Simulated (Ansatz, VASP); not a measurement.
**H: VASP beside Ansatz**

File INCAR:

```
ALGO = Normal
EDIFF = 1E-6
ENCUT = 520
GGA = PE
ISIF = 2
ISMEAR = 0
IVDW = 12
LASPH = True
LCHARG = False
LREAL = False
LWAVE = False
NBANDS = 6
NELM = 80
PREC = Accurate
SIGMA = 0.05
```

KPOINTS

```
k-points
0
Gamma
  10 10 26
```

POSCAR

```
H
1.0
    2.5171568020      0.0000000000      0.0000000000
    0.0000000000      2.5171568020      0.0000000000
    0.0000000000      0.0000000000      0.9559805970
H
1
Direct
    0.0000000000      0.0000000000      0.5000000000
```

Input for Ansatz:

```yaml
crystal:
  lattice:
    - [2.517156802, 0.0, 0.0]
    - [0.0, 2.517156802, 0.0]
    - [0.0, 0.0, 0.955980597]
  atoms:
    - { symbol: H, position: [0.0, 0.0, 0.5] }
basis:
  ecutwfc: 420
kpoints:
  mp_grid: { grid: [10, 10, 26] }
hamiltonian:
  xc: pbe
  dispersion: d3bj
scf:
  occupations: { method: gaussian, width: 0.05 }
output:
  forces: true
  stress: true
  eigenvalues: true
```

Change from the starting cell: strain -0.050 along x and y, -0.025 along z, atoms carried along.

Alike in both runs: task single point; functional PBE; dispersion D3(BJ); k mesh 10 × 10 × 26; occupations gaussian, width 0.05 eV; no spin polarisation.

|  | VASP | Ansatz |
| --- | --- | --- |
| version | VASP 6.6.1 | Ansatz 0.2.0 |
| potentials or method | VASP PAW PBE potentials, release 64 (H), cutoff 520 eV | scalar-relativistic, plane waves, PAW |
| valence electrons in the cell | 1 | 1 |

```csv
,VASP,Ansatz,Ansatz less VASP
gap on the k mesh at the Fermi level (eV),none,none,-
pressure (GPa),6.3,6.6,+0.32
"traceless stress, the component that is largest in VASP (GPa)",9.36,9.35,-0.013
```

A gap of «none» marks a metal or a gap that the smearing closes.
